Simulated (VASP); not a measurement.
Re, 2 atoms in the cell. It takes space group P6_3/mmc (No. 194, hexagonal). Conventional cell: a = 2.867 Å, b = 2.867 Å, c = 4.843 Å, α = 90.00°, β = 90.00°, γ = 120.00°. Within 3.8 Å of Re (site symmetry -6m2) lie 12 Re at 2.87 to 2.93 Å. 

```yaml
Program: VASP 6.6.1
Task: single point
Functional: PBE
Potentials_or_basis: VASP PAW PBE potentials, release 64 (Re)
Cutoff: 520 eV
k_mesh: 18 × 18 × 10
Occupations: gaussian, width 0.15 eV
Spin: no spin polarisation
Dipole_correction: no
Further_INCAR_settings: ALGO = Normal; EDIFF = 1e-06; NBANDS = 14
```

Potentials or basis: VASP PAW PBE potentials, release 64 (Re).

Run with:

```sh
$ cat potpaw_PBE.64/Re/POTCAR > POTCAR
$ mpirun -np 1 vasp_std > vasp.out
```

Hardware: 1 thread of Intel(R) Xeon(R) Platinum 8259CL CPU @ 2.50GHz (Skylake/Cascade Lake), on a shared host.

Problem. Estimate the wall time of this run.

Solution. It took 88 s on 1 thread of Intel(R) Xeon(R) Platinum 8259CL CPU @ 2.50GHz (Skylake/Cascade Lake) (shared host), peak memory 0.22 GiB. Counts: scf iterations 12, k points 222.
